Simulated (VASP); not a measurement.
Write the native input for VASP 6.6.1 that does the following.

```
Task                   : single point
Functional             : PBE
Potentials or basis    : VASP PAW PBE potentials, release 64 (In_d, Sb)
Cutoff                 : 520 eV
k mesh                 : 12 × 12 × 12
Occupations            : gaussian, width 0.15 eV
Spin                   : no spin polarisation
Dipole correction      : no
Further INCAR settings : ALGO = Normal; EDIFF = 1e-06; NBANDS = 16
```

The structure of InSb lies in POSCAR:

```
InSb
1.0
    0.0000000000      3.2237151753      3.2289429878
    2.7728932306      0.0000000000      3.2289429878
    2.7728932306      3.2237151753      0.0000000000
In Sb
1 1
Direct
    0.0000000000      0.0000000000      0.0000000000
    0.5000000000      0.5000000000      0.5000000000
```

This cell differs from its parent crystal: strain +e along x and -e along y -0.0733, strain +e along z and -e/2 along x and y +0.0500.

These files were run (other wordings do the same):

INCAR

```
PREC = Accurate
ENCUT = 520
EDIFF = 1E-6
ISMEAR = 0
SIGMA = 0.15
LREAL = False
LASPH = True
NELM = 60
ALGO = Normal
ISIF = 2
LWAVE = False
LCHARG = False
GGA = PE
NBANDS = 16
```

KPOINTS

```
Automatic mesh
0
Gamma
  12 12 12
```

Potentials or basis: VASP PAW PBE potentials, release 64 (In_d, Sb).

Launch:

```bash
$ cat potpaw_PBE.64/In_d/POTCAR potpaw_PBE.64/Sb/POTCAR > POTCAR
$ mpirun -np 1 vasp_std > vasp.out
```

It gave:

```yaml
Pressure: 3.1 GPa
Band_gap_on_the_k_mesh: zero (bands 9 and 10 overlap by 3.11 eV)
```

Caveat: the cell differs from its parent crystal (strain +e along x and -e along y -0.0733, strain +e along z and -e/2 along x and y +0.0500); the cell stands under pressure; spin-orbit coupling is left out, which moves the levels of the heavy elements.

It took 3 min on 1 thread of Intel(R) Xeon(R) Platinum 8488C (Sapphire Rapids) (shared host), peak memory 0.39 GiB.
